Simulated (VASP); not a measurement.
A run of VASP 6.6.1:

The input INCAR:

```
SYSTEM = Si2Mo
PREC = Accurate
ENCUT = 520
EDIFF = 1E-6
ISMEAR = -1
SIGMA = 0.05
LREAL = .FALSE.
LASPH = .TRUE.
NELM = 60
ALGO = Normal
ISIF = 2
LWAVE = .FALSE.
LCHARG = .FALSE.
NBANDS = 18
```

The input KPOINTS:

```
regular mesh
0
G
  12 12 12
  0 0 0
```

Contents of POSCAR:

```
Si2Mo
1.0
   -1.6210550461      1.6210550461      3.9822230367
    1.6210550461     -1.6210550461      3.9822230367
    1.6210550461      1.6210550461     -3.9822230367
Mo Si
1 2
Direct
    0.0000000000      0.0000000000      0.0000000000
    0.6670000000      0.6670000000      0.0000000000
    0.3330000000      0.3330000000      0.0000000000
```

Potentials or basis: VASP PAW LDA potentials, release 64 (Mo_sv, Si).

Command:

```console
$ cat potpaw_LDA.64/Mo_sv/POTCAR potpaw_LDA.64/Si/POTCAR > POTCAR
$ mpirun -np 1 vasp_std > vasp.out
```

Hardware: 1 thread of Intel(R) Xeon(R) 6975P-C (Granite Rapids), on a shared host.

Question: Estimate the wall time of this run.

Answer: It took 74 s on 1 thread of Intel(R) Xeon(R) 6975P-C (Granite Rapids), with other jobs on the host, peak memory 0.25 GiB. Counts: scf iterations 13, k points 163.
